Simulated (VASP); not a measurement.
CO2: single point with PBE

Crystal: CO2.

```xyz
12
Lattice="5.6200 0.0000 0.0000 0.0000 5.6200 0.0000 0.0000 0.0000 5.6200" Properties=species:S:1:pos:R:3 pbc="T T T"
C     0.0000    0.0000    0.0000
C     2.8100    0.0000    2.8100
C     2.8100    2.8100    0.0000
C     0.0000    2.8100    2.8100
O     0.6745    0.6745    0.6745
O     2.1355    4.9455    3.4845
O     3.4845    2.1355    4.9455
O     4.9455    3.4845    2.1355
O     4.9455    4.9455    4.9455
O     3.4845    0.6745    2.1355
O     2.1355    3.4845    0.6745
O     0.6745    2.1355    3.4845
```

| Property | Result |
| --- | --- |
| Program | VASP 6.6.1 |
| Task | single point |
| Functional | PBE |
| Potentials or basis | VASP PAW PBE potentials, release 64 (C, O) |
| Cutoff | 520 eV |
| k mesh | 4 × 4 × 4 |
| Occupations | fermi-dirac, width 0.02 eV |
| Spin | no spin polarisation |
| Dipole correction | no |
| Further INCAR settings | ALGO = Normal; EDIFF = 1e-07; NBANDS = 44 |

The pressure is 2.9 GPa and the largest force is 0.653 eV/Å. The band gap on the k mesh is 6.77 eV.

Forces in eV/Å, atoms in the order of the input:
```
C    0.000  0.000  0.000
C    0.000  0.000  0.000
C    0.000  0.000  0.000
C    0.000  0.000  0.000
O    0.377  0.377  0.377
O   -0.377 -0.377  0.377
O    0.377 -0.377 -0.377
O   -0.377  0.377 -0.377
O   -0.377 -0.377 -0.377
O    0.377  0.377 -0.377
O   -0.377  0.377  0.377
O    0.377 -0.377  0.377
```

Levels at points of the mesh, in eV from the valence-band top:
| k point | band 28 | band 29 | band 30 | band 31 | band 32 | band 33 | band 34 | band 35 | band 36 | band 37 |
| --- | --- | --- | --- | --- | --- | --- | --- | --- | --- | --- |
| (0.00, 0.00, 0.00) | -0.19 | -0.19 | -0.19 | 0.00 | 0.00 | 6.77 | 8.02 | 8.02 | 8.02 | 8.28 |
| (0.50, 0.00, 0.00) | -0.35 | -0.29 | -0.29 | -0.07 | -0.07 | 7.96 | 7.96 | 8.15 | 8.15 | 8.40 |
| (0.50, 0.50, 0.00) | -0.32 | -0.27 | -0.27 | -0.27 | -0.27 | 7.95 | 7.95 | 7.95 | 7.95 | 8.63 |
| (0.50, 0.50, 0.50) | -0.32 | -0.31 | -0.31 | -0.31 | -0.31 | 7.96 | 7.96 | 7.96 | 7.96 | 8.85 |

It took 100 s on 1 thread of Intel(R) Xeon(R) Platinum 8259CL CPU @ 2.50GHz (Skylake/Cascade Lake), on a shared host, peak memory 0.27 GiB.

Caveat: this functional lacks dispersion, which holds the molecules together, so the pressure and a relaxed volume are unreliable. Expect the measured gap to be larger: semilocal functionals such as PBE lack the derivative discontinuity.
